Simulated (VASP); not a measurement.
# ZnS (zincblende type) (F-43m) in VASP: notebook, part 2 of 2

VASP 6.6.1.

## Step 3: Single point, PBE

Input file INCAR:

```
SYSTEM = ZnS
PREC     = Accurate       ! precision mode
ENCUT    = 520            ! plane-wave cutoff, eV
EDIFF    = 1E-6           ! SCF threshold, eV
ISMEAR   = -1             ! smearing method
SIGMA    = 0.08           ! smearing width, eV
LREAL    = .FALSE.        ! projectors in reciprocal space
LASPH    = .TRUE.         ! aspherical terms in the spheres
NELM     = 100            ! most SCF steps
ALGO     = Normal         ! electronic algorithm
ISIF     = 2              ! what is computed and relaxed
LWAVE    = .FALSE.        ! write WAVECAR
LCHARG   = .FALSE.        ! write CHGCAR
GGA      = PE             ! functional
NBANDS   = 16             ! bands
```

Input file KPOINTS:

```
Automatic mesh
0
G
  13 13 13
  0 0 0
```

Input file POSCAR:

```
ZnS
1.0
    0.0000000000      2.6433814534      2.6433814534
    2.6433814534      0.0000000000      2.6433814534
    2.6433814534      2.6433814534      0.0000000000
Zn S
1 1
Direct
    0.0000000000      0.0000000000      0.0000000000
    0.2500000000      0.2500000000      0.2500000000
```

Potentials or basis: VASP PAW PBE potentials, release 64 (Zn, S).

Command:

```sh
$ cat potpaw_PBE.64/Zn/POTCAR potpaw_PBE.64/S/POTCAR > POTCAR
$ mpirun -np 1 vasp_std > vasp.out
```

OUTCAR:

```text
SYSTEM = ZnS
   PREC = Accurate
   ENCUT = 520
   EDIFF = 1E-6
   ISMEAR = -1
   LREAL = .FALSE.
   LASPH = .TRUE.
   NELM = 100
   ISIF = 2
   GGA = PE

 ion  position               nearest neighbor table
   1  0.000  0.000  0.000-   2 2.29   2 2.29   2 2.29   2 2.29
   2  0.250  0.250  0.250-   1 2.29   1 2.29   1 2.29   1 2.29

  LATTYP: Found a face centered cubic cell.
 ALAT       =     5.2867629068

  Lattice vectors:

 A1 = (   0.0000000000,   2.6433814534,   2.6433814534)
 A2 = (   2.6433814534,   0.0000000000,   2.6433814534)
 A3 = (   2.6433814534,   2.6433814534,   0.0000000000)

Analysis of symmetry for initial positions (statically):
=====================================================================
 Subroutine PRICEL returns:
 Original cell was already a primitive cell.

 Routine SETGRP: Setting up the symmetry group for a
 face centered cubic supercell.

 Subroutine GETGRP returns: Found 24 space group operations
 (whereof 24 operations were pure point group operations)
 out of a pool of 48 trial point group operations.

The static configuration has the point symmetry T_d .

Analysis of symmetry for dynamics (positions and initial velocities):
=====================================================================
 Subroutine PRICEL returns:
 Original cell was already a primitive cell.

 Routine SETGRP: Setting up the symmetry group for a
 face centered cubic supercell.

 Subroutine GETGRP returns: Found 24 space group operations
 (whereof 24 operations were pure point group operations)
 out of a pool of 48 trial point group operations.

The dynamic configuration has the point symmetry T_d .

 Subroutine INISYM returns: Found 24 space group operations
 (whereof 24 operations are pure point group operations),
 and found     1 'primitive' translations

[... 105 lines left out ...]
   NELECT =      18.0000    total number of electrons
   NUPDOWN=      -1.0000    fix difference up-down
   EMIN   =  10.00;   EMAX   =-10.00  energy-range for DOS
   EFERMI =   0.00;   METHOD = LEGACY
   ISMEAR =    -1;   SIGMA  =   0.08  broadening in eV -4-tet -1-fermi 0-gaus
   EFERMI_NEDOS =   21; number of points for ismear=-14 and -15
   IALGO  =     38    algorithm
   IMIX   =      4    mixing-type and parameters
     AMIX     =   0.40;   BMIX     =  1.00
     AMIX_MAG =   1.60;   BMIX_MAG =  1.00
  volume/ion in A,a.u.               =      18.47       124.65
  Fermi-wavevector in a.u.,A,eV,Ry     =   1.288237  2.434415 22.579617  1.659555
  Thomas-Fermi vector in A             =   2.420203
   LORBIT       =      0    0 simple, 1 ext, 2 COOP (PROOUT), +10 PAW based schemes
   GGA     = PE    functional components
   LHFCALC =     F    Hartree Fock is set to
   AEXX    =    0.0000 exact exchange contribution
   IVDW    =     0    specifies the selected vdW correction
   LEPSILON=     F    determine dielectric tensor
   LRPA    =     F    only Hartree local field effects (RPA)
 non-spin polarized calculation
  energy-cutoff  :      520.00
  volume of cell :       36.94
 maximum number of plane-waves:      1010
   NGX = 13   NGY = 13   NGZ = 13

 number of electron      18.0000011 magnetization

 Free energy of the ion-electron system (eV)
  ---------------------------------------------------
  ext. energy  EPLUGINS =         0.00000000
  ---------------------------------------------------
  free energy    TOTEN  =        -6.77607549 eV

  energy without entropy =       -6.77607548  energy(sigma->0) =       -6.77607548

 E-fermi :   4.0638     XC(G=0):  -9.9437

 val. band max:        2.7454424130   @ k =   0.0000   0.0000   0.0000
 cond. band min:       5.1538735590   @ k =   0.0000   0.0000   0.0000
 fundamental gap:      2.4084311460
 Fermi energy:         4.0638316504

 k-point     1 :       0.0000    0.0000    0.0000
  band No.  band energies     occupation
      1     -10.8771      2.00000
      2      -3.8803      2.00000
      3      -3.8803      2.00000
      4      -3.8803      2.00000
      5      -3.3006      2.00000
      6      -3.3006      2.00000
[... 433 lines left out ...]
      3      -3.6975      2.00000
      4      -3.5295      2.00000
      5      -3.2551      2.00000
      6      -3.2245      2.00000
[... 8 lines left out ...]
     15      16.4548      0.00000
     16      16.7202      0.00000

 [... further k-points ...]
[... 5 lines left out ...]
  --------------------------------------------------------------------------------------
  -------------------------------------------------------------------------------------
  Total        1.7446267      1.7446267      1.7446267      0.0000000      0.0000000      0.0000000
  in kB       75.6664907     75.6664907     75.6664907      0.0000000      0.0000000      0.0000000
  external PRESSURE =      75.6664907 kB  Pullay stress =       0.0000000 kB

 VOLUME and BASIS-vectors are now :
 -----------------------------------------------------------------------------
  energy-cutoff  :      520.00
  volume of cell :       36.94
      direct lattice vectors                 reciprocal lattice vectors
     0.000000000  2.643381453  2.643381453    -0.189151664  0.189151664  0.189151664
     2.643381453  0.000000000  2.643381453     0.189151664 -0.189151664  0.189151664
     2.643381453  2.643381453  0.000000000     0.189151664  0.189151664 -0.189151664

 POSITION                                       TOTAL-FORCE (eV/Angst)
 -----------------------------------------------------------------------------------
      0.00000      0.00000      0.00000         0.000000      0.000000      0.000000
      1.32169      1.32169      1.32169        -0.000000     -0.000000     -0.000000
 -----------------------------------------------------------------------------------
    total drift:                                0.000002      0.000002      0.000002

  FREE ENERGIE OF THE ION-ELECTRON SYSTEM (eV)
  ---------------------------------------------------
  free  energy   TOTEN  =        -6.7760754866 eV

  energy  without entropy=       -6.7760754834  energy(sigma->0) =       -6.77607548
```

stdout:

```text
POSCAR found type information on POSCAR ZnS
 POSCAR found :  2 types and       2 ions
 scaLAPACK will be used
 LDA part: xc-table for (Slater+PW92), standard interpolation
 POSCAR, INCAR and KPOINTS ok, starting setup
 FFT: planning ... GRIDC
 FFT: planning ... GRID_SOFT
 FFT: planning ... GRID
 WAVECAR not read
 entering main loop
```

Wall time 66 s (1 thread of Intel Xeon 8259CL, shared host); peak memory 0.18 GiB.

Results:

```
Free energy            : -6.7761 eV
Pressure               : 7.6 GPa
Band gap on the k mesh : 2.41 eV
```

Caveat: the cell stands under pressure; an odd mesh through Γ misses points on the zone boundary, where band edges can lie.

## Step 4: Relaxation of cell and atoms, PBE, target pressure 7.4 GPa, at which the enthalpy is minimised

This run uses another cell than the first one, of 18.09 Å³/atom.

Input file INCAR:

```
SYSTEM = ZnS
PREC = Accurate
ENCUT = 600
EDIFF = 1E-6
ISMEAR = -1
SIGMA = 0.08
LREAL = .FALSE.
LASPH = .TRUE.
NELM = 100
ALGO = Normal
ISIF = 3
LWAVE = .FALSE.
LCHARG = .FALSE.
GGA = PE
IBRION = 2
NSW = 60
EDIFFG = -0.005
PSTRESS = 74.0
```

KPOINTS is that of step 3.

Input file POSCAR:

```
ZnS
1.0
    0.0000000000      2.6251725494      2.6251725494
    2.6251725494      0.0000000000      2.6251725494
    2.6251725494      2.6251725494      0.0000000000
Zn S
1 1
Direct
    0.0000000000      0.0000000000      0.0000000000
    0.2500000000      0.2500000000      0.2500000000
```

Command:

```sh
$ cat potpaw_PBE.64/Zn/POTCAR potpaw_PBE.64/S/POTCAR > POTCAR
$ mpirun -np 1 vasp_std > vasp.out
```

Wall time 2.6 min (1 thread of Intel Xeon 8259CL, shared host); peak memory 0.21 GiB.

Results (log left out):

* Free energy: -6.7795 eV
* Relaxed volume: 18.51 Å³/atom
* Relaxed cell: a = 3.741 Å, b = 3.741 Å, c = 3.741 Å, α = 60.00°, β = 60.00°, γ = 60.00°
* Space group after relaxing (to 0.1 Å): F-43m (No. 216)
* Energy change on relaxing (the run minimises the enthalpy): -22.3 meV/atom
* Ionic steps: 3
* Pressure after relaxing: 7.4 GPa
* Band gap on the k mesh: 2.40 eV

The path:
| step | energy change (eV) | largest force (eV/Å) | pressure (GPa) | volume (Å³) |
| --- | --- | --- | --- | --- |
| 1 | 0.0000 | 0.0000 | 9.77 | 36.18 |
| 2 | -0.0689 | 0.0000 | 5.87 | 37.60 |
| 3 | -0.0446 | 0.0000 | 7.39 | 37.02 |

Final structure:
```cif
data_structure
_symmetry_space_group_name_H-M 'P 1'
_symmetry_Int_Tables_number 1
_cell_length_a 3.7409
_cell_length_b 3.7409
_cell_length_c 3.7409
_cell_angle_alpha 60.000
_cell_angle_beta 60.000
_cell_angle_gamma 60.000
_cell_volume 37.02
loop_
_atom_site_label
_atom_site_type_symbol
_atom_site_fract_x
_atom_site_fract_y
_atom_site_fract_z
_atom_site_occupancy
Zn1 Zn 0.00000 0.00000 0.00000 1
S1 S 0.25000 0.25000 0.25000 1
```

Levels at points of the mesh, in eV from the valence-band top:
```tsv
k point	band 7	band 8	band 9	band 10	band 11	band 12
(0.00, 0.00, 0.00)	0.00	0.00	0.00	2.40	6.34	6.34
```

Caveat: the cell is relaxed towards a set pressure, so the run minimises the enthalpy, not the energy; an odd mesh through Γ misses points on the zone boundary, where band edges can lie.
